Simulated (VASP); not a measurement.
Si33C31 (a cell with a defect), 64 atoms in the cell. The cell holds a defect, 64 atoms: a = 8.714 Å, b = 8.714 Å, c = 8.714 Å, α = 90.00°, β = 90.00°, γ = 90.00°. 

| Quantity | Value |
| --- | --- |
| Program | VASP 6.6.1 |
| Task | single point |
| Functional | PBEsol |
| Potentials or basis | VASP PAW PBE potentials, release 64 (Si, C) |
| Cutoff | 520 eV |
| k mesh | 1 × 1 × 1, shifted |
| Occupations | fermi-dirac, width 0.05 eV |
| Spin | no spin polarisation |
| Dipole correction | no |
| Charge | -2 |
| Further INCAR settings | LREAL = Auto; ALGO = Normal; EDIFF = 1e-06; NBANDS = 166; ISYM = 0; NELECT = 258.0 |

Potentials or basis: VASP PAW PBE potentials, release 64 (Si, C).

Run with:

```sh
$ cat potpaw_PBE.64/Si/POTCAR potpaw_PBE.64/C/POTCAR > POTCAR
$ mpirun -np 1 vasp_std > vasp.out
```

Hardware: 1 thread of AMD EPYC 7R43 64-Core Processor (Zen 3), with other jobs on the host.

Task: Estimate the wall time of this run.

Result: Wall time 16 min on 1 thread of AMD EPYC 7R43 64-Core Processor (Zen 3) (shared host), peak memory 0.77 GiB. Counts: scf iterations 15, k points 4.
